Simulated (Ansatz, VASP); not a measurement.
# Two plane-wave programs on Na

```
Na
1.0
    -2.08842    2.08842    2.13559
     2.08842   -2.08842    2.13559
     2.08842    2.08842   -2.13559
Na
1
Direct
  0.00000 0.00000 0.00000
```

Change from the starting cell: z stretched by +1.5 % at fixed volume, PAW files.

Alike in both runs: task electric field gradients; functional PBEsol; k mesh 12 × 12 × 12; occupations fermi-dirac, width 0.05 eV; no spin polarisation.

```csv
,VASP,Ansatz
version,VASP 6.6.1,Ansatz 0.2.0
potentials or method,"VASP PAW PBE potentials, release 64 (Na_pv)","PAW with Ansatz's default frozen-core files, scalar-relativistic"
plane-wave cutoff (eV),520,420
valence electrons in the cell,7,9
```

|  | VASP | Ansatz | Ansatz less VASP |
| --- | --- | --- | --- |
| pressure (GPa) | -0.2 | -0.2 | 0.00 |

VASP's potentials were made for PBE, not for PBEsol. With one functional, cell and mesh, what is left measures potentials, basis and numerics. VASP's potentials hold 7 valence electrons a cell and Ansatz's 9, so a difference there can come from the potentials and not from the codes.
